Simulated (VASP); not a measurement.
Write the native input for VASP 6.6.1 that does the following.

```yaml
Task: relaxation of shape and atoms at fixed volume
Functional: PBEsol
Potentials_or_basis: VASP PAW PBE potentials, release 64 (Sn_d, Se)
Cutoff: 600 eV
k_mesh: 12 × 12 × 6
Occupations: gaussian, width 0.02 eV
Spin: no spin polarisation
Dipole_correction: no
Further_INCAR_settings: ALGO = Normal; EDIFF = 1e-06; IBRION = 2; EDIFFG = -0.01; NSW = 50; ISIF = 4
```

The structure of SnSe2 lies in POSCAR:

```
SnSe2
1.0
    3.7804889366      0.0000000000      0.0000000000
   -1.8902444683      3.2739994578      0.0000000000
    0.0000000000      0.0000000000      6.0866542568
Sn Se
1 2
Direct
    0.0000000000      0.0000000000      0.0000000000
    0.3333333333      0.6666666667      0.2580319695
    0.6666666667      0.3333333333      0.7419680305
```

One way to write it, as run:

INCAR

```
PREC = Accurate
ENCUT = 600
EDIFF = 1E-6
ISMEAR = 0
SIGMA = 0.02
LREAL = F
LASPH = T
NELM = 80
ALGO = Normal
ISIF = 4
LWAVE = F
LCHARG = F
GGA = PS
IBRION = 2
NSW = 50
EDIFFG = -0.01
```

KPOINTS

```
Automatic mesh
0
Gamma
  12 12 6
```

Potentials or basis: VASP PAW PBE potentials, release 64 (Sn_d, Se).

Launch:

```sh
$ cat potpaw_PBE.64/Sn_d/POTCAR potpaw_PBE.64/Se/POTCAR > POTCAR
$ mpirun -np 1 vasp_std > vasp.out
```

Results of the run:

| Property | Result |
| --- | --- |
| Energy gained by relaxing | 4.0 meV/atom |
| Ionic steps | 5 |
| Pressure after relaxing | 0.7 GPa |
| Band gap on the k mesh | 0.30 eV (least direct gap 0.84 eV) |

Caveat: the PAW data sets were made with another functional, which shifts forces and pressure a little; spin-orbit coupling is left out, which moves the levels of the heavy elements.

Wall time 11 min on 1 thread of Intel(R) Xeon(R) Platinum 8259CL CPU @ 2.50GHz (Skylake/Cascade Lake), with other jobs on the host, peak memory 0.32 GiB.
